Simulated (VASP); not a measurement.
# Zn16S15O (a cell with a defect) in VASP: single point with PBE

Aim: the single point of Zn16S15O (a cell with a defect) with PBE.

Program: VASP 6.6.1. These are calculated values, not measurements. Logs are shortened: lines on timing, memory, paths and dates and some standing lists are left out, and cuts for length are marked.

## 1. The cell of the first run

The cell holds a defect, 32 atoms: a = 7.612 Å, b = 7.612 Å, c = 12.476 Å, α = 90.00°, β = 90.00°, γ = 120.00°.

## 2. Single point, PBE

INCAR

```
ALGO = Normal ; EDIFF = 1E-6
ENCUT = 520 ; GGA = PE
ISIF = 2 ; ISMEAR = -1
LASPH = T ; LCHARG = T
LELF = T ; LREAL = Auto
LVHAR = T ; LWAVE = F
NBANDS = 166 ; NELM = 100
PREC = Accurate ; SIGMA = 0.01
```

KPOINTS

```
k-points
0
Gamma
  3 3 2
```

POSCAR

```
Zn16S15O
1.0
    7.6115929341      0.0000000000      0.0000000000
   -3.8057964671      6.5918328442      0.0000000000
    0.0000000000      0.0000000000     12.4759632600
Zn O S
16 1 15
Direct
    0.1666666667      0.3333333333      0.0230465343
    0.1666666667      0.3333333333      0.5024988558
    0.1649858399      0.8324929199      0.0006895353
    0.1692054518      0.8346027259      0.4967570611
    0.6675070801      0.3350141601      0.0006895353
    0.6653972741      0.3307945482      0.4967570611
    0.6675070801      0.8324929199      0.0006895353
    0.6653972741      0.8346027259      0.4967570611
    0.3180042111      0.1819957889      0.2423764696
    0.3326754491      0.1673245509      0.7539982538
    0.3180042111      0.6360084222      0.2423764696
    0.3326754491      0.6653508982      0.7539982538
    0.8639915778      0.1819957889      0.2423764696
    0.8346491018      0.1673245509      0.7539982538
    0.8333333333      0.6666666667      0.2487106196
    0.8333333333      0.6666666667      0.7466644657
    0.1666666667      0.3333333333      0.1884399529
    0.1666666667      0.3333333333      0.6892101980
    0.1675525231      0.8337762615      0.1877285887
    0.1698832611      0.8349416305      0.6864676373
    0.6662237385      0.3324474769      0.1877285887
    0.6650583695      0.3301167389      0.6864676373
    0.6662237385      0.8337762615      0.1877285887
    0.6650583695      0.8349416305      0.6864676373
    0.3308088955      0.1691911045      0.4319404848
    0.3301583455      0.1698416545      0.9432904962
    0.3308088955      0.6616177911      0.4319404848
    0.3301583455      0.6603166911      0.9432904962
    0.8383822089      0.1691911045      0.4319404848
    0.8396833089      0.1698416545      0.9432904962
    0.8333333333      0.6666666667      0.4370722842
    0.8333333333      0.6666666667      0.9346115093
```

Potentials or basis: VASP PAW PBE potentials, release 64 (Zn, O, S).

Run with:

```console
$ cat potpaw_PBE.64/Zn/POTCAR potpaw_PBE.64/O/POTCAR potpaw_PBE.64/S/POTCAR > POTCAR
$ mpirun -np 1 vasp_std > vasp.out
```

OUTCAR:

```text
EDIFF = 1E-6
   ENCUT = 520
   GGA = PE
   ISIF = 2
   ISMEAR = -1
   LASPH = T
   LREAL = Auto
   NELM = 100
   PREC = Accurate

 ion  position               nearest neighbor table
   1  0.167  0.333  0.023-  17 2.06  26 2.37  30 2.37  28 2.37
   2  0.167  0.333  0.502-  18 2.33  25 2.34  29 2.34  27 2.34
   3  0.165  0.832  0.001-  19 2.33  28 2.34  26 2.34  32 2.34
   4  0.169  0.835  0.497-  31 2.34  27 2.35  25 2.35  20 2.37
   5  0.668  0.335  0.001-  21 2.33  30 2.34  26 2.34  32 2.34
   6  0.665  0.331  0.497-  31 2.34  29 2.35  25 2.35  22 2.37
[... 24 lines left out ...]
  31  0.833  0.667  0.437-   8 2.34   4 2.34   6 2.34  15 2.35
  32  0.833  0.667  0.935-   7 2.34   3 2.34   5 2.34  16 2.34

  LATTYP: Found a hexagonal cell.
 ALAT       =     7.6115929341
 C/A-ratio  =     1.6390738927

  Lattice vectors:

 A1 = (   7.6115929341,   0.0000000000,   0.0000000000)
 A2 = (  -3.8057964671,   6.5918328442,   0.0000000000)
 A3 = (   0.0000000000,   0.0000000000,  12.4759632600)

Analysis of symmetry for initial positions (statically):
=====================================================================
 Subroutine PRICEL returns:
 Original cell was already a primitive cell.

 Routine SETGRP: Setting up the symmetry group for a
 hexagonal supercell.

 Subroutine GETGRP returns: Found  6 space group operations
 (whereof  2 operations were pure point group operations)
 out of a pool of 24 trial point group operations.

The static configuration has the point symmetry C_1h.
 The point group associated with its full space group is C_3v.

Analysis of symmetry for dynamics (positions and initial velocities):
=====================================================================
 Subroutine PRICEL returns:
 Original cell was already a primitive cell.

 Routine SETGRP: Setting up the symmetry group for a
 hexagonal supercell.

 Subroutine GETGRP returns: Found  6 space group operations
 (whereof  2 operations were pure point group operations)
 out of a pool of 24 trial point group operations.

The dynamic configuration has the point symmetry C_1h.
 The point group associated with its full space group is C_3v.

 Subroutine INISYM returns: Found  6 space group operations
 (whereof  2 operations are pure point group operations),
 and found     1 'primitive' translations

----------------------------------------------------------------------------------------

                                     Primitive cell

  volume of cell :     625.9733

  direct lattice vectors                    reciprocal lattice vectors
     7.611592934  0.000000000  0.000000000     0.131378544  0.075851438  0.000000000
    -3.805796467  6.591832844  0.000000000     0.000000000  0.151702876  0.000000000
     0.000000000  0.000000000 12.475963260     0.000000000  0.000000000  0.080154132

  length of vectors
     7.611592934  7.611592934 12.475963260     0.151702876  0.151702876  0.080154132

  position of ions in fractional coordinates (direct lattice)
     0.166666667  0.333333333  0.023046534
     0.166666667  0.333333333  0.502498856
     0.164985840  0.832492920  0.000689535
     0.169205452  0.834602726  0.496757061
     0.667507080  0.335014160  0.000689535
     0.665397274  0.330794548  0.496757061
[... 24 lines left out ...]
     0.833333333  0.666666667  0.437072284
     0.833333333  0.666666667  0.934611509

  ion indices of the primitive-cell ions
   primitive index   ion index
                 1           1
                 2           2
                 3           3
                 4           4
                 5           5
                 6           6
[... 24 lines left out ...]
                31          31
                32          32

----------------------------------------------------------------------------------------

 KPOINTS: k-points

Automatic generation of k-mesh.
 Grid dimensions read from file:
 generate k-points for:    3    3    2

 Generating k-lattice:

  Cartesian coordinates                     Fractional coordinates (reciprocal lattice)
     0.043792848  0.025283813  0.000000000     0.333333333  0.000000000  0.000000000
     0.000000000  0.050567625  0.000000000     0.000000000  0.333333333  0.000000000
     0.000000000  0.000000000  0.040077066     0.000000000  0.000000000  0.500000000

  Length of vectors
     0.050567625  0.050567625  0.040077066

  Shift w.r.t. Gamma in fractional coordinates (k-lattice)
     0.000000000  0.000000000  0.000000000

 Subroutine IBZKPT returns following result:
 ===========================================

 Found      6 irreducible k-points:

 Following reciprocal coordinates:
            Coordinates               Weight
  0.000000  0.000000  0.000000      1.000000
  0.333333 -0.000000  0.000000      6.000000
  0.333333  0.333333  0.000000      2.000000
  0.000000  0.000000  0.500000      1.000000
  0.333333 -0.000000  0.500000      6.000000
  0.333333  0.333333  0.500000      2.000000
   k-points           NKPTS =      6   k-points in BZ     NKDIM =      6   number of bands    NBANDS=    166
   number of dos      NEDOS =    301   number of ions     NIONS =     32
   total plane-waves  NPLWV = 345600
   dimension x,y,z NGX =    60 NGY =   60 NGZ =   96
   dimension x,y,z NGXF=   120 NGYF=  120 NGZF=  192
   ions per type =              16   1  15
   NGX,Y,Z   is equivalent  to a cutoff of  13.10, 13.10, 12.79 a.u.
   NGXF,Y,Z  is equivalent  to a cutoff of  26.21, 26.21, 25.58 a.u.
 SYSTEM =  unknown system
   PREC   = accura    normal or accurate (medium, high low for compatibility)
   ISTART =      0    job   : 0-new  1-cont  2-samecut
   ICHARG =      2    charge: 1-file 2-atom 10-const
   ISPIN  =      1    spin polarized calculation?
   LNONCOLLINEAR =      F non collinear calculations
   LSORBIT =      F    spin-orbit coupling
   LASPH  =      T    aspherical Exc in radial PAW
   ENCUT  =  520.0 eV  38.22 Ry    6.18 a.u.  14.15 14.15 23.20*2*pi/ulx,y,z
   NELM   =    100;   NELMIN=  2; NELMDL= -5     # of ELM steps
   EDIFF  = 0.1E-05   stopping-criterion for ELM
   LREAL  =      T    real-space projection
   EDIFFG = 0.1E-04   stopping-criterion for IOM
   NSW    =      0    number of steps for IOM
   IBRION =     -1    ionic relax: 0-MD 1-quasi-New 2-CG
   NFREE  =      0    steps in history (QN), initial steepest desc. (CG)
   ISIF   =      2    stress and relaxation
   ISYM   =      2    0-nonsym 1-usesym 2-fastsym
   POTIM  = 0.5000    time-step for ionic-motion
   TEBEG  =    0.0;   TEEND  =   0.0 temperature during run
   PSTRESS=    0.0 pullay stress
   NELECT =     288.0000    total number of electrons
   NUPDOWN=      -1.0000    fix difference up-down
   EMIN   =  10.00;   EMAX   =-10.00  energy-range for DOS
   EFERMI =   0.00;   METHOD = LEGACY
   ISMEAR =    -1;   SIGMA  =   0.01  broadening in eV -4-tet -1-fermi 0-gaus
   EFERMI_NEDOS =   21; number of points for ismear=-14 and -15
   IALGO  =     38    algorithm
   IMIX   =      4    mixing-type and parameters
     AMIX     =   0.40;   BMIX     =  1.00
     AMIX_MAG =   1.60;   BMIX_MAG =  1.00
  volume/ion in A,a.u.               =      19.56       132.01
  Fermi-wavevector in a.u.,A,eV,Ry     =   1.263825  2.388284 21.731966  1.597254
  Thomas-Fermi vector in A             =   2.397162
   LORBIT       =      0    0 simple, 1 ext, 2 COOP (PROOUT), +10 PAW based schemes
   GGA     = PE    functional components
   LHFCALC =     F    Hartree Fock is set to
   AEXX    =    0.0000 exact exchange contribution
   IVDW    =     0    specifies the selected vdW correction
   LEPSILON=     F    determine dielectric tensor
   LRPA    =     F    only Hartree local field effects (RPA)
 non-spin polarized calculation
  energy-cutoff  :      520.00
  volume of cell :      625.97
 maximum number of plane-waves:     16908
 NGX is ok and might be reduce to    60
   NGX = 29   NGY = 29   NGZ = 47

 number of electron     288.0000173 magnetization

 Free energy of the ion-electron system (eV)
  ---------------------------------------------------
  ext. energy  EPLUGINS =         0.00000000
  ---------------------------------------------------
  free energy    TOTEN  =      -110.94828743 eV

  energy without entropy =     -110.94828743  energy(sigma->0) =     -110.94828743

 E-fermi :   2.2433     XC(G=0):  -9.6036

 val. band max:        1.9775352053   @ k =   0.0000   0.0000   0.0000
 cond. band min:       3.4550787747   @ k =   0.0000   0.0000   0.0000
 fundamental gap:      1.4775435694
 Fermi energy:         2.2433225425

 k-point     1 :       0.0000    0.0000    0.0000
  band No.  band energies     occupation
      1     -15.4912      2.00000
      2     -11.0687      2.00000
      3     -10.7017      2.00000
      4     -10.6002      2.00000
      5     -10.1864      2.00000
      6     -10.1852      2.00000
[... 148 lines left out ...]
    155       5.7391      0.00000
    156       5.7391      0.00000

 k-point     2 :       0.3333   -0.0000    0.0000
  band No.  band energies     occupation
      1     -15.4906      2.00000
      2     -10.8947      2.00000
      3     -10.5511      2.00000
      4     -10.5123      2.00000
      5     -10.4291      2.00000
      6     -10.2206      2.00000
[... 148 lines left out ...]
    155       6.3937      0.00000
    156       6.4475      0.00000

 k-point     3 :       0.3333    0.3333    0.0000
  band No.  band energies     occupation
      1     -15.4903      2.00000
      2     -10.6170      2.00000
      3     -10.6020      2.00000
      4     -10.5716      2.00000
      5     -10.3239      2.00000
      6     -10.3045      2.00000
[... 148 lines left out ...]
    155       6.7674      0.00000
    156       6.8060      0.00000

 k-point     4 :       0.0000    0.0000    0.5000
  band No.  band energies     occupation
      1     -15.4913      2.00000
      2     -11.0036      2.00000
      3     -10.8949      2.00000
      4     -10.3778      2.00000
      5     -10.2573      2.00000
      6     -10.1762      2.00000
[... 148 lines left out ...]
    155       5.8529      0.00000
    156       5.8529      0.00000

 k-point     5 :       0.3333   -0.0000    0.5000
  band No.  band energies     occupation
      1     -15.4906      2.00000
      2     -10.8296      2.00000
      3     -10.7423      2.00000
      4     -10.4202      2.00000
      5     -10.3627      2.00000
      6     -10.2592      2.00000
[... 148 lines left out ...]
    155       6.3211      0.00000
    156       6.3422      0.00000

 k-point     6 :       0.3333    0.3333    0.5000
  band No.  band energies     occupation
      1     -15.4902      2.00000
      2     -10.5597      2.00000
      3     -10.5269      2.00000
      4     -10.5215      2.00000
      5     -10.5190      2.00000
      6     -10.5010      2.00000
[... 148 lines left out ...]
    155       6.9827      0.00000
    156       7.0517      0.00000
 [bands above 156 left out]

------------------------ aborting loop because EDIFF is reached ----------------------------------------

  FORCE on cell =-STRESS in cart. coord.  units (eV):
  Direction    XX          YY          ZZ          XY          YZ          ZX
  --------------------------------------------------------------------------------------
  -------------------------------------------------------------------------------------
  Total        1.5890495      1.5890495      1.1042529     -0.0000000     -0.0000000     -0.0000000
  in kB        4.0671687      4.0671687      2.8263327     -0.0000000     -0.0000000     -0.0000000
  external PRESSURE =       3.6535567 kB  Pullay stress =       0.0000000 kB

 VOLUME and BASIS-vectors are now :
 -----------------------------------------------------------------------------
  energy-cutoff  :      520.00
  volume of cell :      625.97
      direct lattice vectors                 reciprocal lattice vectors
     7.611592934  0.000000000  0.000000000     0.131378544  0.075851438  0.000000000
    -3.805796467  6.591832844  0.000000000     0.000000000  0.151702876  0.000000000
     0.000000000  0.000000000 12.475963260     0.000000000  0.000000000  0.080154132

 POSITION                                       TOTAL-FORCE (eV/Angst)
 -----------------------------------------------------------------------------------
      0.00000      2.19728      0.28753         0.000000      0.000000     -0.034352
      0.00000      2.19728      6.26916         0.000000      0.000000      0.006341
     -1.91249      5.48765      0.00860         0.003874      0.002236      0.001586
     -1.88841      5.50156      6.19752         0.001435      0.000828      0.001541
      3.80580      2.20836      0.00860         0.000000     -0.004473      0.001586
      3.80580      2.18054      6.19752         0.000000     -0.001657      0.001541
[... 24 lines left out ...]
      3.80580      4.39456      5.45290         0.000000      0.000000      0.006406
      3.80580      4.39456     11.66018         0.000000      0.000000     -0.010519
 -----------------------------------------------------------------------------------
    total drift:                                0.000002     -0.000002     -0.007373

  FREE ENERGIE OF THE ION-ELECTRON SYSTEM (eV)
  ---------------------------------------------------
  free  energy   TOTEN  =      -110.9482874292 eV

  energy  without entropy=     -110.9482874292  energy(sigma->0) =     -110.94828743
```

It took 17 min on 1 thread of AMD EPYC 9R45 (Zen 5), shared host; peak memory 0.9 GiB.

Results:

| Property | Result |
| --- | --- |
| Free energy | -110.9483 eV |
| Pressure | 0.4 GPa |
| Largest force | 0.034 eV/Å |
| Band gap on the k mesh | 1.48 eV |

Forces in eV/Å, atoms in the order of the input:
```
Zn   0.000  0.000 -0.034
Zn   0.000  0.000  0.006
Zn   0.004  0.002  0.002
Zn   0.001  0.001  0.002
Zn   0.000 -0.004  0.002
Zn   0.000 -0.002  0.002
Zn  -0.004  0.002  0.002
Zn  -0.001  0.001  0.002
Zn   0.010 -0.006  0.003
Zn  -0.004  0.002  0.001
Zn   0.000  0.011  0.003
Zn   0.000 -0.004  0.001
Zn  -0.010 -0.006  0.003
Zn   0.004  0.002  0.001
Zn   0.000  0.000 -0.006
Zn   0.000  0.000  0.003
O    0.000  0.000  0.018
S    0.000  0.000 -0.002
S    0.003  0.002  0.007
S    0.000  0.000 -0.003
S    0.000 -0.003  0.007
S    0.000  0.000 -0.003
S   -0.003  0.002  0.007
S    0.000  0.000 -0.003
S    0.006 -0.003 -0.003
S   -0.001  0.001 -0.002
S    0.000  0.006 -0.003
S    0.000 -0.001 -0.002
S   -0.006 -0.003 -0.003
S    0.001  0.001 -0.002
S    0.000  0.000  0.006
S    0.000  0.000 -0.011
```

Levels at points of the mesh, in eV from the valence-band top:
```
           k point  band 142  band 143  band 144  band 145  band 146  band 147
(0.00, 0.00, 0.00)     -0.13      0.00      0.00      1.48      2.86      3.31
(0.00, 0.00, 0.50)     -0.19     -0.09     -0.09      1.88      2.96      3.28
```
